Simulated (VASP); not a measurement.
**C (a cell with a defect): single point with PBEsol**

System: C (a cell with a defect).

```
CELL_PARAMETERS angstrom
0.00000 3.55380 -3.55380
-3.55380 0.00000 -3.55380
-3.55380 3.55380 0.00000
ATOMIC_POSITIONS crystal
C 0.25000 0.75000 0.25000
C 0.75000 0.25000 0.25000
C 0.25000 0.25000 0.25000
C 0.75000 0.75000 0.75000
C 0.25000 0.75000 0.75000
C 0.75000 0.25000 0.75000
C 0.25000 0.25000 0.75000
C 0.87500 0.37500 0.37500
C 0.37500 0.37500 0.37500
C 0.84823 0.84823 0.28792
C 0.37500 0.87500 0.37500
C 0.87500 0.37500 0.87500
C 0.37500 0.37500 0.87500
C 0.87500 0.87500 0.87500
C 0.37500 0.87500 0.87500
```

This cell differs from its parent crystal: atoms taken out, atom 10 moved 0.375 of the way to it and -0.175 Å across, host rigid.

* Program: VASP 6.6.1
* Task: single point
* Functional: PBEsol
* Potentials or basis: VASP PAW PBE potentials, release 64 (C)
* Cutoff: 520 eV
* k mesh: 6 × 6 × 6
* Occupations: gaussian, width 0.05 eV
* Spin: no spin polarisation

The pressure is -11.0 GPa. The largest force is 4.016 eV/Å. The band gap on the k mesh is zero (bands 30 and 31 overlap by 2.68 eV).

Forces in eV/Å, atoms in the order of the input:
```
C    2.363 -0.229 -0.214
C    0.229 -2.363 -0.214
C   -0.105  0.105 -0.688
C   -0.705  0.705  2.291
C    0.314  0.453 -0.539
C   -0.453 -0.314 -0.539
C   -0.059  0.059  0.018
C    2.027  2.590  2.271
C    0.041 -0.041 -0.044
C   -2.794  2.794 -0.716
C   -2.590 -2.027  2.271
C   -0.112 -0.666 -0.591
C    0.067 -0.067  0.134
C    1.112 -1.112 -2.847
C    0.666  0.112 -0.591
```

Stress tensor (GPa, compression positive):
```
-13.02  14.08 -14.23
 14.08 -13.02  14.23
-14.23  14.23  -6.96
```

Levels at points of the mesh, in eV from the Fermi level:
| k point | band 26 | band 27 | band 28 | band 29 | band 30 | band 31 | band 32 | band 33 | band 34 | band 35 |
| --- | --- | --- | --- | --- | --- | --- | --- | --- | --- | --- |
| (0.00, 0.00, 0.00) | -1.93 | -1.48 | -1.44 | -1.23 | 2.36 | 2.48 | 2.87 | 3.38 | 3.97 | 4.14 |
| (0.50, 0.00, 0.00) | -3.64 | -2.96 | -2.38 | -1.98 | -1.97 | 1.79 | 2.81 | 3.59 | 4.86 | 5.61 |
| (0.00, 0.00, 0.50) | -3.66 | -3.13 | -2.64 | -1.97 | -1.96 | 1.97 | 2.33 | 4.48 | 4.53 | 5.47 |
| (0.50, 0.50, 0.50) | -3.85 | -3.82 | -1.41 | -1.12 | -0.37 | 0.20 | 0.67 | 5.65 | 5.96 | 6.07 |
| (0.50, 0.50, 0.00) | -3.87 | -3.63 | -3.40 | -2.00 | -1.75 | -0.06 | 2.23 | 3.28 | 4.71 | 6.08 |
| (0.00, 0.50, 0.50) | -3.94 | -3.69 | -3.35 | -1.72 | -1.51 | -0.27 | 1.64 | 3.96 | 4.65 | 6.45 |

It took 9.1 min on 1 thread of Intel(R) Xeon(R) Platinum 8259CL CPU @ 2.50GHz (Skylake/Cascade Lake), on a shared host, peak memory 0.32 GiB.

Caveat: the cell differs from its parent crystal (atoms taken out, atom 10 moved 0.375 of the way to it and -0.175 Å across, host rigid); the PAW data sets were made with another functional, which shifts forces and pressure a little.
